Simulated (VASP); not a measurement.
Here is a VASP 6.6.1 calculation.

File INCAR:

```
PREC = Accurate
ENCUT = 520
EDIFF = 1E-7
ISMEAR = -1
SIGMA = 0.05
LREAL = False
LASPH = True
NELM = 100
ALGO = Normal
ISIF = 2
LWAVE = False
LCHARG = False
GGA = B5
ALDAX = 1.0
AGGAX = 1.0
AGGAC = 1.0
ALDAC = 0.0
IVDW = 12
VDW_S6 = 1.0
VDW_S8 = 2.6996
VDW_A1 = 0.4298
VDW_A2 = 4.2359
NBANDS = 14
```

Contents of KPOINTS:

```
regular mesh
0
Gamma
  8 8 8
```

POSCAR

```
NaCl
1.0
    0.0000000000      2.7515197685      2.7515197685
    2.7515197685      0.0000000000      2.7515197685
    2.7515197685      2.7515197685      0.0000000000
Cl Na
1 1
Direct
    0.5000000000      0.5000000000      0.5000000000
    0.0000000000      0.0000000000      0.0000000000
```

Potentials or basis: VASP PAW PBE potentials, release 64 (Cl, Na_pv).

The run is started by

```console
$ cat potpaw_PBE.64/Cl/POTCAR potpaw_PBE.64/Na_pv/POTCAR > POTCAR
$ mpirun -np 1 vasp_std > vasp.out
```

Problem. Predict the dispersion energy per atom.

Solution. -0.517 eV.

Problem. Estimate the band gap on the k mesh.

Solution. 5.47 eV, direct.

 A hybrid or GW would open this gap; BLYP tends to underestimate it.
